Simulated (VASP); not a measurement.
Input of a VASP 6.6.1 run:

INCAR

```
SYSTEM = Na2Sb
PREC = Accurate ; ENCUT = 520
EDIFF = 1E-6 ; ISMEAR = -1
SIGMA = 0.05 ; LREAL = .False.
LASPH = .True. ; NELM = 80
ALGO = Fast ; ISIF = 2
LWAVE = .False. ; LCHARG = .False.
GGA = PE ; NBANDS = 16
```

File KPOINTS:

```
Automatic mesh
0
Gamma
  8 8 6
  0 0 0
```

File POSCAR:

```
Na2Sb
1.0
    3.2864363100      0.0000000000      0.0000000000
    0.0000000000      3.2864363100      0.0000000000
    0.0000000000      0.0000000000      4.6420225200
Na Sb
2 1
Direct
    0.5058520000     -0.0041150000      0.5019310000
   -0.0003640000      0.5120510000      0.5031720000
   -0.0003760000      0.0118510000     -0.0036800000
```

Potentials or basis: VASP PAW PBE potentials, release 64 (Na_pv, Sb).

Command:

```console
$ cat potpaw_PBE.64/Na_pv/POTCAR potpaw_PBE.64/Sb/POTCAR > POTCAR
$ mpirun -np 1 vasp_std > vasp.out
```

Q: What does it give for the pressure?

A: 35.8 GPa.

Q: Predict the largest force.

A: 0.451 eV/Å.

Forces on the atoms (eV/Å):
```
Na  -0.153  0.165 -0.214
Na   0.087 -0.226 -0.228
Sb   0.066  0.062  0.442
```

Caveat: the cell differs from its parent crystal (atoms moved at random).
